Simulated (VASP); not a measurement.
# Ti (P6/mmm) in VASP: a series of runs

The runs below take Ti through single point, with PBEsol.

Everything below comes from runs of VASP 6.6.1. Logs are shortened: lines on timing, memory, paths and dates and some standing lists are left out, and cuts for length are marked.

**1. The cell of the first run**

The structure is hexagonal, space group P6/mmm (No. 191). The conventional cell has a = 4.136 Å, b = 4.136 Å, c = 2.607 Å, α = 90.00°, β = 90.00°, γ = 120.00°. Within 3.4 Å of Ti (site symmetry 6/mmm) lie 14 Ti at 2.61 to 2.72 Å. Within 3.2 Å of Ti (site symmetry -6m2) lie 11 Ti at 2.39 to 2.72 Å.

**2. Single point, PBEsol**

File INCAR:

```
  PREC = Accurate
  ENCUT = 520
  EDIFF = 1E-6
  ISMEAR = -1
  SIGMA = 0.05
  LREAL = False
  LASPH = True
  NELM = 80
  ALGO = Normal
  ISIF = 2
  LWAVE = False
  LCHARG = False
  GGA = PS
  NBANDS = 25
```

File KPOINTS:

```
regular mesh
0
Gamma
  5 5 6
```

File POSCAR:

```
Ti
1.0
    4.1357581953      0.0000000000      0.0000000000
   -2.0678790977      3.5816716611      0.0000000000
    0.0000000000      0.0000000000      2.6070717524
Ti
3
Direct
    0.0000000000      0.0000000000      0.0000000000
    0.3333333333      0.6666666667      0.5000000000
    0.6666666667      0.3333333333      0.5000000000
```

Potentials or basis: VASP PAW PBE potentials, release 64 (Ti_sv).

Launch:

```sh
$ cat potpaw_PBE.64/Ti_sv/POTCAR > POTCAR
$ mpirun -np 1 vasp_std > vasp.out
```

OUTCAR:

```text
PREC = Accurate
   ENCUT = 520
   EDIFF = 1E-6
   ISMEAR = -1
   LREAL = False
   LASPH = True
   NELM = 80
   ISIF = 2
   GGA = PS

 ion  position               nearest neighbor table
   1  0.000  0.000  0.000-   2 2.72   3 2.72   2 2.72   3 2.72   3 2.72   3 2.72   2 2.72   2 2.72
                             3 2.72   3 2.72   2 2.72   2 2.72
   2  0.333  0.667  0.500-   3 2.39   3 2.39   3 2.39   1 2.72   1 2.72   1 2.72   1 2.72   1 2.72
                             1 2.72
   3  0.667  0.333  0.500-   2 2.39   2 2.39   2 2.39   1 2.72   1 2.72   1 2.72   1 2.72   1 2.72
                             1 2.72

  LATTYP: Found a hexagonal cell.
 ALAT       =     4.1357581953
 C/A-ratio  =     0.6303733510

  Lattice vectors:

 A1 = (   4.1357581953,   0.0000000000,   0.0000000000)
 A2 = (  -2.0678790977,   3.5816716611,   0.0000000000)
 A3 = (   0.0000000000,   0.0000000000,   2.6070717524)

Analysis of symmetry for initial positions (statically):
=====================================================================
 Subroutine PRICEL returns:
 Original cell was already a primitive cell.

 Routine SETGRP: Setting up the symmetry group for a
 hexagonal supercell.

 Subroutine GETGRP returns: Found 24 space group operations
 (whereof 24 operations were pure point group operations)
 out of a pool of 24 trial point group operations.

The static configuration has the point symmetry D_6h.

Analysis of symmetry for dynamics (positions and initial velocities):
=====================================================================
 Subroutine PRICEL returns:
 Original cell was already a primitive cell.

 Routine SETGRP: Setting up the symmetry group for a
 hexagonal supercell.

 Subroutine GETGRP returns: Found 24 space group operations
 (whereof 24 operations were pure point group operations)
 out of a pool of 24 trial point group operations.

The dynamic configuration has the point symmetry D_6h.

 Subroutine INISYM returns: Found 24 space group operations
 (whereof 24 operations are pure point group operations),
 and found     1 'primitive' translations

----------------------------------------------------------------------------------------

                                     Primitive cell

  volume of cell :      38.6184

  direct lattice vectors                    reciprocal lattice vectors
     4.135758195  0.000000000  0.000000000     0.241793633  0.139599619  0.000000000
    -2.067879098  3.581671661  0.000000000     0.000000000  0.279199238  0.000000000
     0.000000000  0.000000000  2.607071752     0.000000000  0.000000000  0.383572105

  length of vectors
     4.135758195  4.135758195  2.607071752     0.279199238  0.279199238  0.383572105

  position of ions in fractional coordinates (direct lattice)
     0.000000000  0.000000000  0.000000000
     0.333333333  0.666666667  0.500000000
     0.666666667  0.333333333  0.500000000

  ion indices of the primitive-cell ions
   primitive index   ion index
                 1           1
                 2           2
                 3           3

----------------------------------------------------------------------------------------

 KPOINTS: regular mesh

Automatic generation of k-mesh.
 Grid dimensions read from file:
 generate k-points for:    5    5    6

 Generating k-lattice:

  Cartesian coordinates                     Fractional coordinates (reciprocal lattice)
     0.048358727  0.027919924  0.000000000     0.200000000 -0.000000000  0.000000000
     0.000000000  0.055839848  0.000000000     0.000000000  0.200000000  0.000000000
     0.000000000  0.000000000  0.063928684     0.000000000  0.000000000  0.166666667

  Length of vectors
     0.055839848  0.055839848  0.063928684

  Shift w.r.t. Gamma in fractional coordinates (k-lattice)
     0.000000000  0.000000000  0.000000000

 Subroutine IBZKPT returns following result:
 ===========================================

 Found     20 irreducible k-points:

 Following reciprocal coordinates:
            Coordinates               Weight
  0.000000  0.000000  0.000000      1.000000
  0.200000 -0.000000  0.000000      6.000000
  0.400000 -0.000000  0.000000      6.000000
  0.200000  0.200000  0.000000      6.000000
  0.400000  0.200000  0.000000      6.000000
  0.000000  0.000000  0.166667      2.000000
[... 12 lines left out ...]
  0.200000  0.200000  0.500000      6.000000
  0.400000  0.200000  0.500000      6.000000
   k-points           NKPTS =     20   k-points in BZ     NKDIM =     20   number of bands    NBANDS=     25
   number of dos      NEDOS =    301   number of ions     NIONS =      3
   total plane-waves  NPLWV =  20480
   dimension x,y,z NGX =    32 NGY =   32 NGZ =   20
   dimension x,y,z NGXF=    64 NGYF=   64 NGZF=   40
   ions per type =               3
   NGX,Y,Z   is equivalent  to a cutoff of  12.86, 12.86, 12.75 a.u.
   NGXF,Y,Z  is equivalent  to a cutoff of  25.73, 25.73, 25.51 a.u.
 SYSTEM =  unknown system
   PREC   = accura    normal or accurate (medium, high low for compatibility)
   ISTART =      0    job   : 0-new  1-cont  2-samecut
   ICHARG =      2    charge: 1-file 2-atom 10-const
   ISPIN  =      1    spin polarized calculation?
   LNONCOLLINEAR =      F non collinear calculations
   LSORBIT =      F    spin-orbit coupling
   LASPH  =      T    aspherical Exc in radial PAW
   ENCUT  =  520.0 eV  38.22 Ry    6.18 a.u.   7.69  7.69  4.85*2*pi/ulx,y,z
   NELM   =     80;   NELMIN=  2; NELMDL= -5     # of ELM steps
   EDIFF  = 0.1E-05   stopping-criterion for ELM
   LREAL  =      F    real-space projection
   EDIFFG = 0.1E-04   stopping-criterion for IOM
   NSW    =      0    number of steps for IOM
   IBRION =     -1    ionic relax: 0-MD 1-quasi-New 2-CG
   NFREE  =      0    steps in history (QN), initial steepest desc. (CG)
   ISIF   =      2    stress and relaxation
   ISYM   =      2    0-nonsym 1-usesym 2-fastsym
   POTIM  = 0.5000    time-step for ionic-motion
   TEBEG  =    0.0;   TEEND  =   0.0 temperature during run
   PSTRESS=    0.0 pullay stress
   NELECT =      36.0000    total number of electrons
   NUPDOWN=      -1.0000    fix difference up-down
   EMIN   =  10.00;   EMAX   =-10.00  energy-range for DOS
   EFERMI =   0.00;   METHOD = LEGACY
   ISMEAR =    -1;   SIGMA  =   0.05  broadening in eV -4-tet -1-fermi 0-gaus
   EFERMI_NEDOS =   21; number of points for ismear=-14 and -15
   IALGO  =     38    algorithm
   IMIX   =      4    mixing-type and parameters
     AMIX     =   0.40;   BMIX     =  1.00
     AMIX_MAG =   1.60;   BMIX_MAG =  1.00
  volume/ion in A,a.u.               =      12.87        86.87
  Fermi-wavevector in a.u.,A,eV,Ry     =   1.599230  3.022107 34.797415  2.557538
  Thomas-Fermi vector in A             =   2.696556
   LORBIT       =      0    0 simple, 1 ext, 2 COOP (PROOUT), +10 PAW based schemes
   GGA     = PS    functional components
   LHFCALC =     F    Hartree Fock is set to
   AEXX    =    0.0000 exact exchange contribution
   IVDW    =     0    specifies the selected vdW correction
   LEPSILON=     F    determine dielectric tensor
   LRPA    =     F    only Hartree local field effects (RPA)
 non-spin polarized calculation
  energy-cutoff  :      520.00
  volume of cell :       38.62
 maximum number of plane-waves:      1078
 NGX is ok and might be reduce to    32
   NGX = 15   NGY = 15   NGZ =  9

 number of electron      35.9999999 magnetization

 Free energy of the ion-electron system (eV)
  ---------------------------------------------------
  ext. energy  EPLUGINS =         0.00000000
  ---------------------------------------------------
  free energy    TOTEN  =       -23.84662004 eV

  energy without entropy =      -23.83119631  energy(sigma->0) =      -23.83890818

 E-fermi :  11.5495     XC(G=0): -13.1477

 val. band max:       11.5088532485   @ k =   0.4000  -0.0000   0.0000
 cond. band min:      11.5928917044   @ k =   0.4000   0.2000   0.1667
 fundamental gap:      0.0840384558
 Fermi energy:        11.5494861408

 k-point     1 :       0.0000    0.0000    0.0000
  band No.  band energies     occupation
      1     -44.6448      2.00000
      2     -44.2451      2.00000
      3     -43.8815      2.00000
      4     -21.2627      2.00000
      5     -21.2627      2.00000
      6     -21.1387      2.00000
[... 17 lines left out ...]
     24      13.8217      0.00000
     25      13.9335      0.00000

 k-point     2 :       0.2000   -0.0000    0.0000
  band No.  band energies     occupation
      1     -44.5994      2.00000
      2     -44.2498      2.00000
      3     -43.9270      2.00000
      4     -21.5327      2.00000
      5     -21.4073      2.00000
      6     -20.8421      2.00000
[... 17 lines left out ...]
     24      13.7964      0.00000
     25      14.8182      0.00000

 k-point     3 :       0.4000   -0.0000    0.0000
  band No.  band energies     occupation
      1     -44.5144      2.00000
      2     -44.2430      2.00000
      3     -44.0262      2.00000
      4     -21.7235      2.00000
      5     -21.2282      2.00000
      6     -20.7857      2.00000
[... 17 lines left out ...]
     24      14.6849      0.00000
     25      14.9211      0.00000

 k-point     4 :       0.2000    0.2000    0.0000
  band No.  band energies     occupation
      1     -44.5340      2.00000
      2     -44.2422      2.00000
      3     -44.0061      2.00000
      4     -21.5686      2.00000
      5     -21.4601      2.00000
      6     -20.7675      2.00000
[... 17 lines left out ...]
     24      14.5172      0.00000
     25      14.9924      0.00000

 k-point     5 :       0.4000    0.2000    0.0000
  band No.  band energies     occupation
      1     -44.4923      2.00000
      2     -44.2034      2.00000
      3     -44.0903      2.00000
      4     -21.6010      2.00000
      5     -21.1782      2.00000
      6     -21.1341      2.00000
[... 17 lines left out ...]
     24      13.8094      0.00000
     25      15.3286      0.00000

 k-point     6 :       0.0000    0.0000    0.1667
  band No.  band energies     occupation
      1     -44.5846      2.00000
      2     -44.2336      2.00000
      3     -43.8483      2.00000
      4     -21.2245      2.00000
      5     -21.2245      2.00000
      6     -21.0684      2.00000
[... 17 lines left out ...]
     24      13.7551      0.00000
     25      14.6213      0.00000
[... 281 lines left out ...]
 k-point    17 :       0.2000   -0.0000    0.5000
  band No.  band energies     occupation
      1     -44.3452      2.00000
      2     -44.2123      2.00000
      3     -43.7909      2.00000
      4     -21.3336      2.00000
      5     -21.3169      2.00000
      6     -21.1541      2.00000
[... 17 lines left out ...]
     24      15.7897      0.00000
     25      15.8915      0.00000

 k-point    18 :       0.4000   -0.0000    0.5000
  band No.  band energies     occupation
      1     -44.3444      2.00000
      2     -44.1156      2.00000
      3     -43.8917      2.00000
      4     -21.4997      2.00000
      5     -21.3985      2.00000
      6     -21.2219      2.00000
[... 17 lines left out ...]
     24      15.6316      0.00000
     25      16.1217      0.00000

 k-point    19 :       0.2000    0.2000    0.5000
  band No.  band energies     occupation
      1     -44.3446      2.00000
      2     -44.1397      2.00000
      3     -43.8668      2.00000
      4     -21.5570      2.00000
      5     -21.3641      2.00000
      6     -21.0041      2.00000
[... 17 lines left out ...]
     24      15.2890      0.00000
     25      16.3299      0.00000

 k-point    20 :       0.4000    0.2000    0.5000
  band No.  band energies     occupation
      1     -44.3442      2.00000
      2     -44.0564      2.00000
      3     -43.9523      2.00000
      4     -21.6793      2.00000
      5     -21.3502      2.00000
      6     -21.1228      2.00000
[... 17 lines left out ...]
     24      15.3427      0.00000
     25      16.1645      0.00000

------------------------ aborting loop because EDIFF is reached ----------------------------------------

  FORCE on cell =-STRESS in cart. coord.  units (eV):
  Direction    XX          YY          ZZ          XY          YZ          ZX
  --------------------------------------------------------------------------------------
  -------------------------------------------------------------------------------------
  Total       10.6846585     10.6846585     10.6454643     -0.0000000      0.0000000      0.0000000
  in kB      443.2791805    443.2791805    441.6531143     -0.0000000      0.0000000      0.0000000
  external PRESSURE =     442.7371584 kB  Pullay stress =       0.0000000 kB

 VOLUME and BASIS-vectors are now :
 -----------------------------------------------------------------------------
  energy-cutoff  :      520.00
  volume of cell :       38.62
      direct lattice vectors                 reciprocal lattice vectors
     4.135758195  0.000000000  0.000000000     0.241793633  0.139599619  0.000000000
    -2.067879098  3.581671661  0.000000000     0.000000000  0.279199238  0.000000000
     0.000000000  0.000000000  2.607071752     0.000000000  0.000000000  0.383572105

 POSITION                                       TOTAL-FORCE (eV/Angst)
 -----------------------------------------------------------------------------------
      0.00000      0.00000      0.00000        -0.000000      0.000000      0.000000
     -0.00000      2.38778      1.30354         0.000000     -0.000000      0.000000
      2.06788      1.19389      1.30354        -0.000000      0.000000      0.000000
 -----------------------------------------------------------------------------------
    total drift:                               -0.000000      0.000000      0.000000

  FREE ENERGIE OF THE ION-ELECTRON SYSTEM (eV)
  ---------------------------------------------------
  free  energy   TOTEN  =       -23.8466200445 eV

  energy  without entropy=      -23.8311963101  energy(sigma->0) =      -23.83890818
```

Wall time 17 s (1 thread of Intel Xeon 6975P-C, shared host); peak memory 0.15 GiB.

Results:

* Free energy: -23.8466 eV
* Pressure: 44.3 GPa
* Band gap on the k mesh: zero (band 18 reaches 12.08 eV, above the bottom of band 19 at 11.39 eV)

Stress tensor (GPa, compression positive):
```
44.33  0.00  0.00
 0.00 44.33  0.00
 0.00  0.00 44.17
```

Caveat: the k points lie up to 0.40 Å⁻¹ apart; the PAW data sets were made with another functional, which shifts forces and pressure a little.

**3. Single point, PBEsol**

This run uses another cell than the first one, of 13.71 Å³/atom, 1.065 times its volume.

File INCAR:

```
SYSTEM = Ti
  ALGO = Normal
  EDIFF = 1E-7
  ENCUT = 520
  GGA = PS
  ISIF = 2
  ISMEAR = -1
  LASPH = .TRUE.
  LCHARG = .FALSE.
  LREAL = .FALSE.
  LWAVE = .FALSE.
  NBANDS = 25
  NELM = 60
  PREC = Accurate
  SIGMA = 0.05
```

File KPOINTS:

```
k-points
0
G
  5 5 6
  0 0 0
```

File POSCAR:

```
Ti
1.0
    4.2281309267      0.0000000000      0.0000000000
   -2.1140654634      3.6616687931      0.0000000000
    0.0000000000      0.0000000000      2.6567331875
Ti
3
Direct
    0.0000000000      0.0000000000      0.0000000000
    0.3333333333      0.6666666667      0.5000000000
    0.6666666667      0.3333333333      0.5000000000
```

Potentials or basis: VASP PAW PBE potentials, release 64 (Ti_sv).

Launch:

```sh
$ cat potpaw_PBE.64/Ti_sv/POTCAR > POTCAR
$ mpirun -np 1 vasp_std > vasp.out
```

It took 15 s on 1 thread of Intel Xeon 6975P-C, shared host; peak memory 0.16 GiB.

It converged, with:

| Item | Value |
| --- | --- |
| Free energy | -24.4203 eV |
| Pressure | 29.4 GPa |
| Band gap on the k mesh | zero (band 18 reaches 11.15 eV, above the bottom of band 19 at 10.61 eV) |

Levels at points of the mesh, in eV from the Fermi level:
| k point | band 14 | band 15 | band 16 | band 17 | band 18 | band 19 | band 20 | band 21 | band 22 | band 23 |
| --- | --- | --- | --- | --- | --- | --- | --- | --- | --- | --- |
| (0.00, 0.00, 0.00) | -2.63 | -0.63 | -0.63 | -0.53 | -0.53 | 0.17 | 0.95 | 1.64 | 1.64 | 2.18 |
| (0.00, 0.00, 0.50) | -2.88 | -2.15 | -2.15 | -2.10 | -1.58 | 1.37 | 1.37 | 1.70 | 1.70 | 3.91 |

Caveat: the k points lie up to 0.39 Å⁻¹ apart; the PAW data sets were made with another functional, which shifts forces and pressure a little.

**4. Single point, PBEsol**

This run uses another cell than the first one, of 14.82 Å³/atom, 1.151 times its volume.

File INCAR:

```
SYSTEM = Ti
PREC = Accurate
ENCUT = 520
EDIFF = 1E-7
ISMEAR = -1
SIGMA = 0.05
LREAL = .False.
LASPH = .True.
NELM = 60
ALGO = Normal
ISIF = 2
LWAVE = .False.
LCHARG = .True.
GGA = PS
LELF = .True.
LVHAR = .True.
NBANDS = 25
```

File KPOINTS:

```
Automatic mesh
0
Gamma
  5 5 6
  0 0 0
```

File POSCAR:

```
Ti
1.0
    4.3444463164      0.0000000000      0.0000000000
   -2.1722231582      3.7624008754      0.0000000000
    0.0000000000      0.0000000000      2.7193154427
Ti
3
Direct
    0.0000000000      0.0000000000      0.0000000000
    0.3333333333      0.6666666667      0.5000000000
    0.6666666667      0.3333333333      0.5000000000
```

Launch:

```sh
$ cat potpaw_PBE.64/Ti_sv/POTCAR > POTCAR
$ mpirun -np 1 vasp_std > vasp.out
```

Wall time 19 s (1 thread of Intel Xeon 6975P-C, shared host); peak memory 0.15 GiB.

The run converged. Its results:

- Free energy: -24.8683 eV
- Pressure: 14.5 GPa
- Band gap on the k mesh: zero (band 18 reaches 10.07 eV, above the bottom of band 19 at 9.69 eV)

Levels at points of the mesh, in eV from the Fermi level:
| k point | band 14 | band 15 | band 16 | band 17 | band 18 | band 19 | band 20 | band 21 | band 22 | band 23 |
| --- | --- | --- | --- | --- | --- | --- | --- | --- | --- | --- |
| (0.00, 0.00, 0.00) | -2.36 | -0.67 | -0.67 | -0.56 | -0.56 | 0.11 | 0.87 | 1.53 | 1.53 | 2.05 |
| (0.00, 0.00, 0.50) | -2.57 | -2.18 | -1.94 | -1.94 | -1.67 | 1.27 | 1.27 | 1.53 | 1.53 | 3.56 |

Caveat: the k points lie up to 0.39 Å⁻¹ apart; the PAW data sets were made with another functional, which shifts forces and pressure a little.

(Continued in part 2 of 2.)
